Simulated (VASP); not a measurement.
# SnO2 (R-3m) in VASP: settings compared

The runs below take SnO2 through relaxation of cell and atoms, with PBE, PBEsol.

Program: VASP 6.6.1. These are calculated values, not measurements. Logs are shortened: lines on timing, memory, paths and dates and some standing lists are left out, and cuts for length are marked.

## (1) The cell of the first run

Symmetry: R-3m, No. 166, trigonal system. The conventional cell has a = 3.234 Å, b = 3.234 Å, c = 14.402 Å, α = 90.00°, β = 90.00°, γ = 120.00°. Sn (site symmetry -3m) has 6 O at 2.13 Å within 2.8 Å. O (site symmetry 3m) has 3 Sn at 2.13 Å and 3 O at 2.76 Å within 2.8 Å.

## (2) Relaxation of cell and atoms, PBE

The input, INCAR:

```
SYSTEM = SnO2
ALGO = Normal ; EDIFF = 1E-6
EDIFFG = -0.01 ; ENCUT = 600
GGA = PE ; IBRION = 2
ISIF = 3 ; ISMEAR = -1
LASPH = .TRUE. ; LCHARG = .FALSE.
LREAL = .FALSE. ; LWAVE = .FALSE.
NELM = 100 ; NSW = 80
PREC = Accurate ; SIGMA = 0.05
```

The input, KPOINTS:

```
k-points
0
G
  8 8 8
  0 0 0
```

The input, POSCAR:

```
SnO2
1.0
    1.6170930752      0.9336291223      4.8005925840
   -1.6170930752      0.9336291223      4.8005925840
    0.0000000000     -1.8672582446      4.8005925840
Sn O
1 2
Direct
    0.5000000000      0.5000000000      0.5000000000
    0.7628300000      0.7628300000      0.7628300000
    0.2371700000      0.2371700000      0.2371700000
```

Potentials or basis: VASP PAW PBE potentials, release 64 (Sn_d, O).

Command:

```console
$ cat potpaw_PBE.64/Sn_d/POTCAR potpaw_PBE.64/O/POTCAR > POTCAR
$ mpirun -np 1 vasp_std > vasp.out
```

OUTCAR:

```text
SYSTEM = SnO2
   EDIFF = 1E-6
   EDIFFG = -0.01
   ENCUT = 600
   GGA = PE
   IBRION = 2
   ISIF = 3
   ISMEAR = -1
   LASPH = .TRUE.
   LREAL = .FALSE.
   NELM = 100
   NSW = 80
   PREC = Accurate

 ion  position               nearest neighbor table
   1  0.500  0.500  0.500-   3 2.13   3 2.13   2 2.13   2 2.13   3 2.13   2 2.13
   2  0.763  0.763  0.763-   1 2.13   1 2.13   1 2.13
   3  0.237  0.237  0.237-   1 2.13   1 2.13   1 2.13

  LATTYP: Found a trigonal (rhomboedric) cell.
 ALAT       =     5.1509554948
 COS(alpha) =     0.8028828391

  Lattice vectors:

 A1 = (   1.6170930752,   0.9336291223,   4.8005925840)
 A2 = (  -1.6170930752,   0.9336291223,   4.8005925840)
 A3 = (   0.0000000000,  -1.8672582446,   4.8005925840)

Analysis of symmetry for initial positions (statically):
=====================================================================
 Subroutine PRICEL returns:
 Original cell was already a primitive cell.

 Routine SETGRP: Setting up the symmetry group for a
 trigonal (rhombohedral) supercell.

 Subroutine GETGRP returns: Found 12 space group operations
 (whereof 12 operations were pure point group operations)
 out of a pool of 12 trial point group operations.

The static configuration has the point symmetry D_3d.

Analysis of symmetry for dynamics (positions and initial velocities):
=====================================================================
 Subroutine PRICEL returns:
 Original cell was already a primitive cell.

 Routine SETGRP: Setting up the symmetry group for a
 trigonal (rhombohedral) supercell.

 Subroutine GETGRP returns: Found 12 space group operations
 (whereof 12 operations were pure point group operations)
 out of a pool of 12 trial point group operations.

The dynamic configuration has the point symmetry D_3d.

 Subroutine INISYM returns: Found 12 space group operations
 (whereof 12 operations are pure point group operations),
 and found     1 'primitive' translations

----------------------------------------------------------------------------------------

                                     Primitive cell

  volume of cell :      43.4866

  direct lattice vectors                    reciprocal lattice vectors
     1.617093075  0.933629122  4.800592584     0.309196797  0.178514854  0.069435872
    -1.617093075  0.933629122  4.800592584    -0.309196797  0.178514854  0.069435872
     0.000000000 -1.867258245  4.800592584     0.000000000 -0.357029708  0.069435872

  length of vectors
     5.150955495  5.150955495  5.150955495     0.363719058  0.363719058  0.363719058

  position of ions in fractional coordinates (direct lattice)
     0.500000000  0.500000000  0.500000000
     0.762830000  0.762830000  0.762830000
     0.237170000  0.237170000  0.237170000

  ion indices of the primitive-cell ions
   primitive index   ion index
                 1           1
                 2           2
                 3           3

----------------------------------------------------------------------------------------

 KPOINTS: k-points

Automatic generation of k-mesh.
 Grid dimensions read from file:
 generate k-points for:    8    8    8

 Generating k-lattice:

  Cartesian coordinates                     Fractional coordinates (reciprocal lattice)
     0.038649600  0.022314357  0.008679484     0.125000000  0.000000000 -0.000000000
    -0.038649600  0.022314357  0.008679484     0.000000000  0.125000000 -0.000000000
     0.000000000 -0.044628714  0.008679484    -0.000000000 -0.000000000  0.125000000

  Length of vectors
     0.045464882  0.045464882  0.045464882

  Shift w.r.t. Gamma in fractional coordinates (k-lattice)
     0.000000000  0.000000000  0.000000000

 Subroutine IBZKPT returns following result:
 ===========================================

 Found     65 irreducible k-points:

 Following reciprocal coordinates:
            Coordinates               Weight
  0.000000  0.000000  0.000000      1.000000
  0.125000  0.000000  0.000000      6.000000
  0.250000  0.000000  0.000000      6.000000
  0.375000  0.000000  0.000000      6.000000
  0.500000  0.000000  0.000000      3.000000
  0.125000  0.125000  0.000000      6.000000
[... 16 lines left out ...]
  0.250000  0.125000  0.125000      6.000000
  0.375000  0.125000  0.125000      6.000000
 [... further k-points ...]
   k-points           NKPTS =     65   k-points in BZ     NKDIM =     65   number of bands    NBANDS=     17
   number of dos      NEDOS =    301   number of ions     NIONS =      3
   total plane-waves  NPLWV =  74088
   dimension x,y,z NGX =    42 NGY =   42 NGZ =   42
   dimension x,y,z NGXF=    84 NGYF=   84 NGZF=   84
   ions per type =               1   2
   NGX,Y,Z   is equivalent  to a cutoff of  13.56, 13.56, 13.56 a.u.
   NGXF,Y,Z  is equivalent  to a cutoff of  27.11, 27.11, 27.11 a.u.
 SYSTEM =  SnO2
   PREC   = accura    normal or accurate (medium, high low for compatibility)
   ISTART =      0    job   : 0-new  1-cont  2-samecut
   ICHARG =      2    charge: 1-file 2-atom 10-const
   ISPIN  =      1    spin polarized calculation?
   LNONCOLLINEAR =      F non collinear calculations
   LSORBIT =      F    spin-orbit coupling
   LASPH  =      T    aspherical Exc in radial PAW
   ENCUT  =  600.0 eV  44.10 Ry    6.64 a.u.  10.29 10.29 10.29*2*pi/ulx,y,z
   NELM   =    100;   NELMIN=  2; NELMDL= -5     # of ELM steps
   EDIFF  = 0.1E-05   stopping-criterion for ELM
   LREAL  =      F    real-space projection
   EDIFFG = -.1E-01   stopping-criterion for IOM
   NSW    =     80    number of steps for IOM
   IBRION =      2    ionic relax: 0-MD 1-quasi-New 2-CG
   NFREE  =      1    steps in history (QN), initial steepest desc. (CG)
   ISIF   =      3    stress and relaxation
   ISYM   =      2    0-nonsym 1-usesym 2-fastsym
   POTIM  = 0.5000    time-step for ionic-motion
   TEBEG  =    0.0;   TEEND  =   0.0 temperature during run
   PSTRESS=    0.0 pullay stress
   NELECT =      26.0000    total number of electrons
   NUPDOWN=      -1.0000    fix difference up-down
   EMIN   =  10.00;   EMAX   =-10.00  energy-range for DOS
   EFERMI =   0.00;   METHOD = LEGACY
   ISMEAR =    -1;   SIGMA  =   0.05  broadening in eV -4-tet -1-fermi 0-gaus
   EFERMI_NEDOS =   21; number of points for ismear=-14 and -15
   IALGO  =     38    algorithm
   IMIX   =      4    mixing-type and parameters
     AMIX     =   0.40;   BMIX     =  1.00
     AMIX_MAG =   1.60;   BMIX_MAG =  1.00
  volume/ion in A,a.u.               =      14.50        97.82
  Fermi-wavevector in a.u.,A,eV,Ry     =   1.379158  2.606231 25.879336  1.902078
  Thomas-Fermi vector in A             =   2.504154
   LORBIT       =      0    0 simple, 1 ext, 2 COOP (PROOUT), +10 PAW based schemes
   GGA     = PE    functional components
   LHFCALC =     F    Hartree Fock is set to
   AEXX    =    0.0000 exact exchange contribution
   IVDW    =     0    specifies the selected vdW correction
   LEPSILON=     F    determine dielectric tensor
   LRPA    =     F    only Hartree local field effects (RPA)
 conjugate gradient relaxation of ions
 non-spin polarized calculation
  energy-cutoff  :      600.00
  volume of cell :       43.49
 maximum number of plane-waves:      1468
 NGX is ok and might be reduce to    42
   NGX = 21   NGY = 21   NGZ = 21

--------------------------------------- Ionic step        1  -------------------------------------------

 number of electron      26.0000002 magnetization

 Free energy of the ion-electron system (eV)
  ---------------------------------------------------
  ext. energy  EPLUGINS =         0.00000000
  ---------------------------------------------------
  free energy    TOTEN  =       -18.20397243 eV

  energy without entropy =      -18.20397243  energy(sigma->0) =      -18.20397243

------------------------ aborting loop because EDIFF is reached ----------------------------------------

  FORCE on cell =-STRESS in cart. coord.  units (eV):
  Direction    XX          YY          ZZ          XY          YZ          ZX
  --------------------------------------------------------------------------------------
  -------------------------------------------------------------------------------------
  Total        0.0234379      0.0234379     -0.1904644      0.0000000      0.0000000      0.0000000
  in kB        0.8635238      0.8635238     -7.0172824      0.0000000      0.0000000      0.0000000
  external PRESSURE =      -1.7634116 kB  Pullay stress =       0.0000000 kB
[... 59 lines left out ...]
  energy  without entropy=      -18.2046830545  energy(sigma->0) =      -18.20468305

--------------------------------------- Ionic step        3  -------------------------------------------

 number of electron      26.0000004 magnetization

 E-fermi :   4.4001     XC(G=0): -10.0000

 val. band max:        3.3312398133   @ k =  -0.1250   0.2500   0.1250
 cond. band min:       5.2517393295   @ k =   0.0000   0.0000   0.0000
 fundamental gap:      1.9204995162
 Fermi energy:         4.4000647559

 k-point     1 :       0.0000    0.0000    0.0000
  band No.  band energies     occupation
      1     -16.6857      2.00000
      2     -16.4652      2.00000
      3     -16.4652      2.00000
      4     -16.2895      2.00000
      5     -16.2895      2.00000
      6     -14.6137      2.00000
[... 9 lines left out ...]
     16      14.3470      0.00000
     17      14.3470      0.00000
[... 531 lines left out ...]
  energy  without entropy=      -18.2047752247  energy(sigma->0) =      -18.20477522

--------------------------------------- Ionic step        5  -------------------------------------------

 number of electron      26.0000004 magnetization

 Free energy of the ion-electron system (eV)
  ---------------------------------------------------
  ext. energy  EPLUGINS =         0.00000000
  ---------------------------------------------------
  free energy    TOTEN  =       -18.20486553 eV

  energy without entropy =      -18.20486553  energy(sigma->0) =      -18.20486553

 E-fermi :   4.3842     XC(G=0):  -9.9916

 val. band max:        3.3186691418   @ k =  -0.1250   0.2500   0.1250
 cond. band min:       5.2140918073   @ k =   0.0000   0.0000   0.0000
 fundamental gap:      1.8954226656
 Fermi energy:         4.3842387402

 k-point     1 :       0.0000    0.0000    0.0000
  band No.  band energies     occupation
      1     -16.7026      2.00000
      2     -16.4827      2.00000
      3     -16.4827      2.00000
      4     -16.3100      2.00000
      5     -16.3100      2.00000
      6     -14.6168      2.00000
[... 9 lines left out ...]
     16      14.2983      0.00000
     17      14.2983      0.00000
[... 490 lines left out ...]
  FREE ENERGIE OF THE ION-ELECTRON SYSTEM (eV)
  ---------------------------------------------------
  free  energy   TOTEN  =       -18.2048655314 eV

  energy  without entropy=      -18.2048655309  energy(sigma->0) =      -18.20486553

 reached required accuracy - stopping structural energy minimisation
```

Wall time 5.8 min (1 thread of Intel Xeon 6975P-C (Granite Rapids), shared host); peak memory 0.29 GiB.

Results:

| Quantity | Value |
| --- | --- |
| Free energy | -18.2049 eV |
| Relaxed volume | 14.49 Å³/atom |
| Relaxed cell | a = 5.134 Å, b = 5.134 Å, c = 5.134 Å, α = 36.79°, β = 36.79°, γ = 36.79° |
| Space group after relaxing (to 0.1 Å) | R-3m (No. 166) |
| Energy gained by relaxing | 0.3 meV/atom |
| Ionic steps | 5 |
| Pressure after relaxing | 0.0 GPa |
| Largest force after relaxing | 0.003 eV/Å |
| Band gap on the k mesh | 1.90 eV (least direct gap 2.01 eV) |

Forces on the atoms (eV/Å):
```
Sn   0.000  0.000  0.000
O    0.000  0.000 -0.003
O    0.000  0.000  0.003
```

Step by step:
```
step  energy change (eV)  largest force (eV/Å)  pressure (GPa)  volume (Å³)
   1              0.0000                0.0848           -0.18        43.49
   2             -0.0007                0.0019            0.36        43.39
   3             -0.0007                0.0080            0.34        43.38
   4             -0.0008                0.0002           -0.26        43.53
   5             -0.0009                0.0033           -0.03        43.46
```

Final structure:
```
Sn O
1.0
     1.61995    0.93528    4.78104
    -1.61995    0.93528    4.78104
     0.00000   -1.87056    4.78104
Sn O
1 2
Direct
  0.50000 0.50000 0.50000
  0.76319 0.76319 0.76319
  0.23681 0.23681 0.23681
```

Caveat: spin-orbit coupling is left out, which moves the levels of the heavy elements. A k mesh can miss the band edges.

## (3) Relaxation of cell and atoms, PBEsol

The input, INCAR:

```
SYSTEM = SnO2
PREC = Accurate ; ENCUT = 600
EDIFF = 1E-6 ; ISMEAR = -1
SIGMA = 0.05 ; LREAL = .FALSE.
LASPH = .TRUE. ; NELM = 60
ALGO = Normal ; ISIF = 3
LWAVE = .FALSE. ; LCHARG = .FALSE.
GGA = PS ; IBRION = 2
NSW = 80 ; EDIFFG = -0.01
```

The input, KPOINTS:

```
regular mesh
0
G
  8 8 8
  0 0 0
```

POSCAR is that of step 2.

Potentials or basis: VASP PAW PBE potentials, release 64 (Sn_d, O).

Command:

```console
$ cat potpaw_PBE.64/Sn_d/POTCAR potpaw_PBE.64/O/POTCAR > POTCAR
$ mpirun -np 1 vasp_std > vasp.out
```

OUTCAR:

```text
SYSTEM = SnO2
   PREC = Accurate
   ENCUT = 600
   EDIFF = 1E-6
   ISMEAR = -1
   LREAL = .FALSE.
   LASPH = .TRUE.
   NELM = 60
   ISIF = 3
   GGA = PS
   IBRION = 2
   NSW = 80
   EDIFFG = -0.01

 ion  position               nearest neighbor table
   1  0.500  0.500  0.500-   3 2.13   3 2.13   2 2.13   2 2.13   3 2.13   2 2.13
   2  0.763  0.763  0.763-   1 2.13   1 2.13   1 2.13
   3  0.237  0.237  0.237-   1 2.13   1 2.13   1 2.13

  LATTYP: Found a trigonal (rhomboedric) cell.
 ALAT       =     5.1509554948
 COS(alpha) =     0.8028828391

  Lattice vectors:

 A1 = (   1.6170930752,   0.9336291223,   4.8005925840)
 A2 = (  -1.6170930752,   0.9336291223,   4.8005925840)
 A3 = (   0.0000000000,  -1.8672582446,   4.8005925840)

Analysis of symmetry for initial positions (statically):
=====================================================================
 Subroutine PRICEL returns:
 Original cell was already a primitive cell.

 Routine SETGRP: Setting up the symmetry group for a
 trigonal (rhombohedral) supercell.

 Subroutine GETGRP returns: Found 12 space group operations
 (whereof 12 operations were pure point group operations)
 out of a pool of 12 trial point group operations.

The static configuration has the point symmetry D_3d.

Analysis of symmetry for dynamics (positions and initial velocities):
=====================================================================
 Subroutine PRICEL returns:
 Original cell was already a primitive cell.

 Routine SETGRP: Setting up the symmetry group for a
 trigonal (rhombohedral) supercell.

 Subroutine GETGRP returns: Found 12 space group operations
 (whereof 12 operations were pure point group operations)
 out of a pool of 12 trial point group operations.

The dynamic configuration has the point symmetry D_3d.

 Subroutine INISYM returns: Found 12 space group operations
 (whereof 12 operations are pure point group operations),
[... 142 lines left out ...]
  ---------------------------------------------------
  ext. energy  EPLUGINS =         0.00000000
  ---------------------------------------------------
  free energy    TOTEN  =       -19.30080553 eV

  energy without entropy =      -19.30080553  energy(sigma->0) =      -19.30080553

------------------------ aborting loop because EDIFF is reached ----------------------------------------

  FORCE on cell =-STRESS in cart. coord.  units (eV):
  Direction    XX          YY          ZZ          XY          YZ          ZX
  --------------------------------------------------------------------------------------
  -------------------------------------------------------------------------------------
  Total       -1.4224704     -1.4224704     -1.0018344      0.0000000     -0.0000000      0.0000000
  in kB      -52.4080868    -52.4080868    -36.9105925      0.0000000     -0.0000000      0.0000000
  external PRESSURE =     -47.2422554 kB  Pullay stress =       0.0000000 kB
[... 92 lines left out ...]
  FREE ENERGIE OF THE ION-ELECTRON SYSTEM (eV)
  ---------------------------------------------------
  free  energy   TOTEN  =       -19.3211690043 eV

  energy  without entropy=      -19.3211690042  energy(sigma->0) =      -19.32116900

[... ionic steps 4 to 13 ...]

--------------------------------------- Ionic step       14  -------------------------------------------

 number of electron      26.0000002 magnetization

------------------------ aborting loop because EDIFF is reached ----------------------------------------
[... 69 lines left out ...]
--------------------------------------- Ionic step       16  -------------------------------------------

 number of electron      26.0000001 magnetization

 Free energy of the ion-electron system (eV)
  ---------------------------------------------------
  ext. energy  EPLUGINS =         0.00000000
  ---------------------------------------------------
  free energy    TOTEN  =       -19.33769709 eV

  energy without entropy =      -19.33769709  energy(sigma->0) =      -19.33769709

 E-fermi :   5.6056     XC(G=0): -10.9844

 val. band max:        4.6863496089   @ k =   0.0000   0.0000   0.0000
 cond. band min:       6.3450838045   @ k =   0.0000   0.0000   0.0000
 fundamental gap:      1.6587341956
 Fermi energy:         5.6056097724

 k-point     1 :       0.0000    0.0000    0.0000
  band No.  band energies     occupation
      1     -15.4271      2.00000
      2     -15.1448      2.00000
      3     -15.1448      2.00000
      4     -14.9353      2.00000
      5     -14.9353      2.00000
      6     -13.5769      2.00000
[... 457 lines left out ...]
      4     -14.9948      2.00000
      5     -14.9079      2.00000
      6     -13.0293      2.00000
[... 9 lines left out ...]
     16      13.6806      0.00000
     17      16.6396      0.00000

 [... further k-points ...]

------------------------ aborting loop because EDIFF is reached ----------------------------------------

  FORCE on cell =-STRESS in cart. coord.  units (eV):
  Direction    XX          YY          ZZ          XY          YZ          ZX
  --------------------------------------------------------------------------------------
  -------------------------------------------------------------------------------------
  Total        0.0159047      0.0159047      0.0156950      0.0000000      0.0000000      0.0000000
  in kB        0.6561036      0.6561036      0.6474494      0.0000000      0.0000000      0.0000000
  external PRESSURE =       0.6532189 kB  Pullay stress =       0.0000000 kB
[... 18 lines left out ...]
  FREE ENERGIE OF THE ION-ELECTRON SYSTEM (eV)
  ---------------------------------------------------
  free  energy   TOTEN  =       -19.3376970916 eV

  energy  without entropy=      -19.3376970890  energy(sigma->0) =      -19.33769709

 reached required accuracy - stopping structural energy minimisation
```

Run time: 22 min. Hardware: 1 thread of Intel Xeon 6975P-C (Granite Rapids), shared host; peak memory 0.31 GiB.

What came out:

| Quantity | Value |
| --- | --- |
| Free energy | -19.3377 eV |
| Relaxed volume | 12.95 Å³/atom |
| Relaxed cell | a = 4.709 Å, b = 4.709 Å, c = 4.709 Å, α = 39.98°, β = 39.98°, γ = 39.98° |
| Space group after relaxing (to 0.1 Å) | R-3m (No. 166) |
| Energy gained by relaxing | 12.3 meV/atom |
| Ionic steps | 16 |
| Pressure after relaxing | 0.1 GPa |
| Band gap on the k mesh | 1.66 eV |

The path:
| step | energy change (eV) | largest force (eV/Å) | pressure (GPa) | volume (Å³) |
| --- | --- | --- | --- | --- |
| 1 | 0.0000 | 0.3481 | -4.72 | 43.49 |
| 2 | 0.0186 | 0.5982 | 7.09 | 40.85 |
| 3 | -0.0204 | 0.0237 | -0.15 | 42.35 |
| 4 | -0.0204 | 0.0313 | -0.04 | 42.32 |
| 5 | -0.0211 | 0.0486 | -0.10 | 42.24 |
| 6 | -0.0228 | 0.0995 | -0.13 | 41.99 |
| 7 | -0.0236 | 0.2004 | -0.23 | 41.49 |
| 8 | -0.0240 | 0.1984 | -0.24 | 41.44 |
| 9 | -0.0249 | 0.1939 | -0.32 | 41.29 |
| 10 | -0.0267 | 0.1840 | -0.38 | 41.01 |
| 11 | -0.0298 | 0.1655 | -0.58 | 40.43 |
| 12 | -0.0332 | 0.1267 | -0.70 | 39.27 |
| 13 | -0.0359 | 0.1122 | 0.37 | 38.91 |
| 14 | -0.0361 | 0.1063 | 0.76 | 38.78 |
| 15 | -0.0367 | 0.0495 | -0.29 | 38.87 |
| 16 | -0.0369 | 0.0010 | 0.07 | 38.84 |

Final structure:
```yaml
crystal:
  lattice:
    - [1.60980, 0.92942, 4.32645]
    - [-1.60980, 0.92942, 4.32645]
    - [0.00000, -1.85883, 4.32645]
  atoms:
    - { symbol: Sn, position: [0.50000, 0.50000, 0.50000] }
    - { symbol: O, position: [0.75729, 0.75729, 0.75729] }
    - { symbol: O, position: [0.24271, 0.24271, 0.24271] }
```

Caveat: the PAW data sets were made with another functional, which shifts forces and pressure a little; spin-orbit coupling is left out, which moves the levels of the heavy elements.
